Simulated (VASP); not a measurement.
Write the native input for VASP 6.6.1 that does the following.

```
Task                   : relaxation of cell and atoms
Functional             : PBE
Potentials or basis    : VASP PAW PBE potentials, release 64 (Cs_sv)
Cutoff                 : 600 eV
k mesh                 : 12 × 12 × 12
Occupations            : gaussian, width 0.1 eV
Spin                   : no spin polarisation
Dipole correction      : no
Further INCAR settings : ALGO = Normal; EDIFF = 1e-06; IBRION = 2; EDIFFG = -0.005; NSW = 100; ISIF = 3
```

The structure of Cs lies in POSCAR:

```
Cs
1.0
   -2.5538463026      2.5538463026      9.5960667852
    2.5538463026     -2.5538463026      9.5960667852
    2.5538463026      2.5538463026     -9.5960667852
Cs
2
Direct
    0.2500000000      0.7500000000      0.5000000000
    0.5000000000      0.5000000000      0.0000000000
```

The input as run:

INCAR

```
PREC     = Accurate       # precision mode
ENCUT    = 600            # plane-wave cutoff, eV
EDIFF    = 1E-6           # SCF threshold, eV
ISMEAR   = 0              # smearing method
SIGMA    = 0.1            # smearing width, eV
LREAL    = False          # projectors in reciprocal space
LASPH    = True           # aspherical terms in the spheres
NELM     = 100            # most SCF steps
ALGO     = Normal         # electronic algorithm
ISIF     = 3              # what is computed and relaxed
LWAVE    = False          # write WAVECAR
LCHARG   = False          # write CHGCAR
GGA      = PE             # functional
IBRION   = 2              # ionic algorithm
NSW      = 100            # ionic steps
EDIFFG   = -0.005         # ionic threshold
```

KPOINTS

```
Automatic mesh
0
Gamma
  12 12 12
```

Potentials or basis: VASP PAW PBE potentials, release 64 (Cs_sv).

Run with:

```bash
$ cat potpaw_PBE.64/Cs_sv/POTCAR > POTCAR
$ mpirun -np 1 vasp_std > vasp.out
```

Results of the run:

```yaml
Relaxed_volume: 122.57 Å³/atom
Relaxed_cell: a = 9.995 Å, b = 9.995 Å, c = 9.995 Å, α = 150.26°, β = 150.26°, γ = 42.56°
Space_group_after_relaxing_to_0.1_Å: I4_1/amd (No. 141)
Energy_gained_by_relaxing: 1.4 meV/atom
Ionic_steps: 6
Pressure_after_relaxing: 0.0 GPa
Band_gap_on_the_k_mesh: zero (bands 9 and 10 overlap by 1.60 eV)
```

Caveat: spin-orbit coupling is left out, which moves the levels of the heavy elements.

Wall time 2.2 h on 1 thread of Intel(R) Xeon(R) Platinum 8488C (Sapphire Rapids) (shared host), peak memory 1.5 GiB.
